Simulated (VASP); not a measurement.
Set up this calculation in VASP 6.6.1, as the native input.

```yaml
Task: single point
Functional: PBE
Potentials_or_basis: VASP PAW PBE potentials, release 64 (Cd, Te)
Cutoff: 520 eV
k_mesh: 4 × 4 × 4
Occupations: gaussian, width 0.01 eV
Spin: no spin polarisation
Dipole_correction: no
Further_INCAR_settings: ALGO = Normal; EDIFF = 1e-06; NBANDS = 16
```

The structure of CdTe lies in POSCAR:

```
CdTe
1.0
    0.0000000000      3.2799551172      3.2799551172
    3.2799551172      0.0000000000      3.2799551172
    3.2799551172      3.2799551172      0.0000000000
Cd Te
1 1
Direct
    0.0000000000      0.0000000000      0.0000000000
    0.2500000000      0.2500000000      0.2500000000
```

These files were run (other wordings do the same):

INCAR

```
  ALGO = Normal
  EDIFF = 1E-6
  ENCUT = 520
  GGA = PE
  ISIF = 2
  ISMEAR = 0
  LASPH = True
  LCHARG = False
  LREAL = False
  LWAVE = False
  NBANDS = 16
  NELM = 100
  PREC = Accurate
  SIGMA = 0.01
```

KPOINTS

```
k-points
0
Gamma
  4 4 4
```

Potentials or basis: VASP PAW PBE potentials, release 64 (Cd, Te).

The run is started by

```bash
$ cat potpaw_PBE.64/Cd/POTCAR potpaw_PBE.64/Te/POTCAR > POTCAR
$ mpirun -np 1 vasp_std > vasp.out
```

It gave:

- Pressure: 1.3 GPa
- Band gap on the k mesh: 0.65 eV

Caveat: spin-orbit coupling is left out, which moves the levels of the heavy elements.

It took 18 s on 1 thread of AMD EPYC 7R43 64-Core Processor (Zen 3), with other jobs on the host, peak memory 0.17 GiB.
